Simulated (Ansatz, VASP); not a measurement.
One calculation of CaB3, two programs

INCAR

```
PREC = Accurate ; ENCUT = 600
EDIFF = 1E-7 ; ISMEAR = 0
SIGMA = 0.1 ; LREAL = F
LASPH = T ; NELM = 60
ALGO = Normal ; ISIF = 3
LWAVE = F ; LCHARG = F
GGA = PE ; IBRION = 2
NSW = 90 ; EDIFFG = -0.04
```

The input KPOINTS:

```
regular mesh
0
Gamma
  6 6 6
```

File POSCAR:

```
CaB3
1.0
    5.5737824201      0.0000000000      0.0000000000
   -2.7868912101      4.8270371710      0.0000000000
    0.0000000000      0.0000000000      3.3500361735
Ca B
2 6
Direct
    0.3333333333      0.6666666667      0.2500000000
    0.6666666667      0.3333333333      0.7500000000
    0.8942737166      0.7885474331      0.2500000000
    0.1057262834      0.8942737166      0.7500000000
    0.2114525669      0.1057262834      0.2500000000
    0.1057262834      0.2114525669      0.7500000000
    0.8942737166      0.1057262834      0.2500000000
    0.7885474331      0.8942737166      0.7500000000
```

Input for Ansatz:

```yaml
crystal:
  lattice:
    - [5.5737824201, 0.0, 0.0]
    - [-2.7868912101, 4.827037171, 0.0]
    - [0.0, 0.0, 3.3500361735]
  atoms:
    - { symbol: Ca, position: [0.3333333333, 0.6666666667, 0.25] }
    - { symbol: Ca, position: [0.6666666667, 0.3333333333, 0.75] }
    - { symbol: B, position: [0.8942737166, 0.7885474331, 0.25] }
    - { symbol: B, position: [0.1057262834, 0.8942737166, 0.75] }
    - { symbol: B, position: [0.2114525669, 0.1057262834, 0.25] }
    - { symbol: B, position: [0.1057262834, 0.2114525669, 0.75] }
    - { symbol: B, position: [0.8942737166, 0.1057262834, 0.25] }
    - { symbol: B, position: [0.7885474331, 0.8942737166, 0.75] }
basis:
  ecutwfc: 420
kpoints:
  mp_grid: { grid: [6, 6, 6] }
hamiltonian:
  xc: pbe
scf:
  occupations: { method: gaussian, width: 0.1 }
  lower_state_search: "off"
output:
  forces: true
  stress: true
  eigenvalues: true
relax:
  adjacent_minimum: "off"
  f_tol: 0.04
  max_steps: 70
  cell: { stress_tol: 0.4 }
```

Alike in both runs: task relaxation of cell and atoms; functional PBE; k mesh 6 × 6 × 6; occupations gaussian, width 0.1 eV; no spin polarisation.

|  | VASP | Ansatz |
| --- | --- | --- |
| version | VASP 6.6.1 | Ansatz 0.2.0 |
| potentials or method | VASP PAW PBE potentials, release 64 (Ca_sv, B), cutoff 600 eV | scalar-relativistic, plane waves, PAW |
| valence electrons in the cell | 38 | 38 |

Ansatz gave:

| Quantity | Value |
| --- | --- |
| gap on the k mesh at the Fermi level, each at its own relaxed structure (eV) | none |
| relaxed volume (Å³/atom) | 11.32 |
| relaxed length of the cell vector where the two differ most in proportion (Å) | 5.554 |

Q: Which values does VASP return?

A: gap on the k mesh at the Fermi level, each at its own relaxed structure (eV): none; relaxed volume (Å³/atom): 11.36; relaxed length of the cell vector where the two differ most in proportion (Å): 5.563.

A gap of «none» marks a metal or a gap that the smearing closes.
